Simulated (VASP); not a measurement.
Here is a VASP 6.6.1 calculation.

The input POSCAR:

```
C
1.0
    2.4562275100      0.0000000000      0.0000000000
   -1.2281137500      2.1271554200      0.0000000000
    0.0000000000      0.0000000000     24.1339601700
C
4
Direct
    0.0000000000      0.0000000000      0.5704687699
    0.0000000000      0.0000000000      0.4295312301
    0.3333333295      0.6666666698      0.4295245599
    0.6666666705      0.3333333302      0.5704754401
```

Contents of INCAR.step1:

```
PREC     = Accurate       # precision mode
ENCUT    = 520            # plane-wave cutoff, eV
ISMEAR   = 1              # smearing method
SIGMA    = 0.1            # smearing width, eV
LREAL    = False          # projectors in reciprocal space
LASPH    = True           # aspherical terms in the spheres
NELM     = 100            # most SCF steps
NBANDS   = 16             # bands
GGA      = PE             # functional
ALGO     = Normal         # electronic algorithm
EDIFF    = 1E-4           # SCF threshold, eV
LWAVE    = True           # write WAVECAR
LCHARG   = False          # write CHGCAR
```

Contents of INCAR.step2:

```
PREC     = Accurate       # precision mode
ENCUT    = 520            # plane-wave cutoff, eV
EDIFF    = 1E-6           # SCF threshold, eV
ISMEAR   = 1              # smearing method
SIGMA    = 0.1            # smearing width, eV
LREAL    = False          # projectors in reciprocal space
LASPH    = True           # aspherical terms in the spheres
NELM     = 100            # most SCF steps
ALGO     = Normal         # electronic algorithm
ISIF     = 2              # what is computed and relaxed
LWAVE    = False          # write WAVECAR
LCHARG   = False          # write CHGCAR
METAGGA  = R2SCAN         # meta-GGA
LMIXTAU  = True         
NBANDS   = 16             # bands
ISTART   = 1
```

File KPOINTS:

```
regular mesh
0
Gamma
  13 13 2
```

Potentials or basis: VASP PAW PBE potentials, release 64 (C).

Launch:

```console
$ cat potpaw_PBE.64/C/POTCAR > POTCAR
$ cp INCAR.step1 INCAR
$ mpirun -np 1 vasp_std > vasp.out
$ cp INCAR.step2 INCAR
$ mpirun -np 1 vasp_std > vasp.out
```

**Question.** Predict the largest force.

**Answer.** 0.020 eV/Å.

Forces in eV/Å, atoms in the order of the input:
```
C    0.000  0.000  0.020
C    0.000  0.000 -0.020
C    0.000  0.000 -0.016
C    0.000  0.000  0.016
```

Caveat: the PAW data sets were made with another functional, which shifts forces and pressure a little.
